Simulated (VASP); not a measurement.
Set up this calculation in VASP 6.6.1, as the native input.

* Task: single point
* Functional: PBE
* Potentials or basis: VASP PAW PBE potentials, release 64 (S)
* Cutoff: 520 eV
* k mesh: 8 × 8 × 6
* Occupations: fermi-dirac, width 0.05 eV
* Spin: no spin polarisation
* Dipole correction: no
* Further INCAR settings: ALGO = Normal; EDIFF = 1e-06; NBANDS = 13

The structure of S lies in POSCAR:

```
S
1.0
    3.3514047781      0.0000000000      0.0000000000
   -1.6757023890      2.9024016762      0.0000000000
    0.0000000000      0.0000000000      3.5111971358
S
2
Direct
    0.3333333333      0.6666666667      0.2500000000
    0.6666666667      0.3333333333      0.7500000000
```

The input as run:

INCAR

```
SYSTEM = S
PREC     = Accurate       ! precision mode
ENCUT    = 520            ! plane-wave cutoff, eV
EDIFF    = 1E-6           ! SCF threshold, eV
ISMEAR   = -1             ! smearing method
SIGMA    = 0.05           ! smearing width, eV
LREAL    = .False.        ! projectors in reciprocal space
LASPH    = .True.         ! aspherical terms in the spheres
NELM     = 60             ! most SCF steps
ALGO     = Normal         ! electronic algorithm
ISIF     = 2              ! what is computed and relaxed
LWAVE    = .False.        ! write WAVECAR
LCHARG   = .False.        ! write CHGCAR
GGA      = PE             ! functional
NBANDS   = 13             ! bands
```

KPOINTS

```
Automatic mesh
0
Gamma
  8 8 6
  0 0 0
```

Potentials or basis: VASP PAW PBE potentials, release 64 (S).

Run with:

```sh
$ cat potpaw_PBE.64/S/POTCAR > POTCAR
$ mpirun -np 1 vasp_std > vasp.out
```

Results of the run:

* Pressure: -0.1 GPa
* Band gap on the k mesh: zero (band 6 reaches 7.60 eV, above the bottom of band 7 at 5.89 eV)

Wall time 7.5 s on 1 thread of AMD EPYC 9R45 96-Core Processor (Zen 5) (shared host), peak memory 0.12 GiB.
